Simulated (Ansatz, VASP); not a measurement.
Two plane-wave programs on HgS

The input INCAR:

```
ALGO = Normal
EDIFF = 1E-7
EDIFFG = -0.005
ENCUT = 550
GGA = PE
GGA_COMPAT = F
IBRION = 2
ISIF = 3
ISMEAR = 0
LASPH = T
LCHARG = F
LREAL = F
LWAVE = F
NELM = 120
NELMIN = 4
NSW = 100
PREC = Accurate
SIGMA = 0.1
```

Contents of KPOINTS:

```
k-points
0
Gamma
  12 12 12
```

Contents of POSCAR:

```
HgS
1.0
    0.0000000000      2.9289995691      2.9289995691
    2.9289995691      0.0000000000      2.9289995691
    2.9289995691      2.9289995691      0.0000000000
Hg S
1 1
Direct
    0.0000000000      0.0000000000      0.0000000000
    0.7500000000      0.7500000000      0.7500000000
```

Input for Ansatz:

```yaml
crystal:
  lattice:
    - [0.0, 2.9289995691, 2.9289995691]
    - [2.9289995691, 0.0, 2.9289995691]
    - [2.9289995691, 2.9289995691, 0.0]
  atoms:
    - { symbol: Hg, position: [0.0, 0.0, 0.0] }
    - { symbol: S, position: [0.75, 0.75, 0.75] }
basis:
  ecutwfc: 420
kpoints:
  mp_grid: { grid: [12, 12, 12] }
hamiltonian:
  xc: pbe
scf:
  occupations: { method: gaussian, width: 0.1 }
output:
  forces: true
  stress: true
  eigenvalues: true
  write_density: true
  write_potential: true
  elf: true
  volumetric_format: npy
relax:
  adjacent_minimum: "off"
  f_tol: 0.005
  max_steps: 80
  cell: { stress_tol: 0.05 }
```

Alike in both runs: task relaxation of cell and atoms; functional PBE; k mesh 12 × 12 × 12; occupations gaussian, width 0.1 eV; no spin polarisation.

|  | VASP | Ansatz |
| --- | --- | --- |
| version | VASP 6.6.1 | Ansatz 0.2.0 |
| potentials or method | VASP PAW PBE potentials, release 64 (Hg_sv_GW, S), cutoff 550 eV | scalar-relativistic, plane waves, PAW |
| valence electrons in the cell | 26 | 26 |

Ansatz gave:

```
gap on the k mesh at the Fermi level, each at its own relaxed structure (eV)  : none
relaxed volume (Å³/atom)                                                      : 26.89
relaxed length of the cell vector where the two differ most in proportion (Å) : 4.237
```

Q: What did VASP give for the same quantities?

A: gap on the k mesh at the Fermi level, each at its own relaxed structure (eV): none; relaxed volume (Å³/atom): 26.70; relaxed length of the cell vector where the two differ most in proportion (Å): 4.227.

A gap of «none» marks a metal or a gap that the smearing closes.

Spin-orbit coupling is off throughout.
